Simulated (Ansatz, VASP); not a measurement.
## Zn8Se5S3: VASP beside Ansatz

```
Zn S Se
1.0
    -5.53112    0.00247    5.53112
    -5.52865   -5.52865    0.00000
     0.00000   -5.52865    5.52865
Zn S Se
8 3 5
Direct
  0.00800 0.49262 0.00675
  0.01007 0.99664 0.99664
  0.00800 0.49262 0.49262
  0.00800 0.00675 0.49262
  0.48841 0.50318 0.00420
  0.48841 0.00420 0.00420
  0.49943 0.50019 0.50019
  0.48841 0.00420 0.50318
  0.12404 0.12506 0.12506
  0.12404 0.62583 0.12506
  0.12404 0.12506 0.62583
  0.12323 0.62559 0.62559
  0.62660 0.12447 0.12447
  0.62644 0.62505 0.12346
  0.62644 0.12346 0.62505
  0.62644 0.62505 0.62505
```

Alike in both runs: functional PBEsol; k mesh 6 × 6 × 6; occupations gaussian, width 0.02 eV; no spin polarisation.

Ansatz relaxed the structure, and its values are those at the end. VASP's run is a single point on that final structure, the one shown.

```csv
,VASP,Ansatz
version,VASP 6.6.1,Ansatz 0.2.0
potentials or method,"VASP PAW PBE potentials, release 64 (Zn, S, Se), cutoff 500 eV","scalar-relativistic, plane waves, PAW"
valence electrons in the cell,144,194
```

VASP gave:

```
gap on the k mesh at the Fermi level (eV) : 1.38
least direct gap on the mesh (eV)         : 1.38
pressure (GPa)                            : 0.3
```

Which values does Ansatz return?

gap on the k mesh at the Fermi level (eV): 1.38; least direct gap on the mesh (eV): 1.38; pressure (GPa): 0.0.

VASP's potentials were made for PBE, not for PBEsol. VASP's potentials hold 144 valence electrons a cell and Ansatz's 194, so a difference there can come from the potentials and not from the codes.
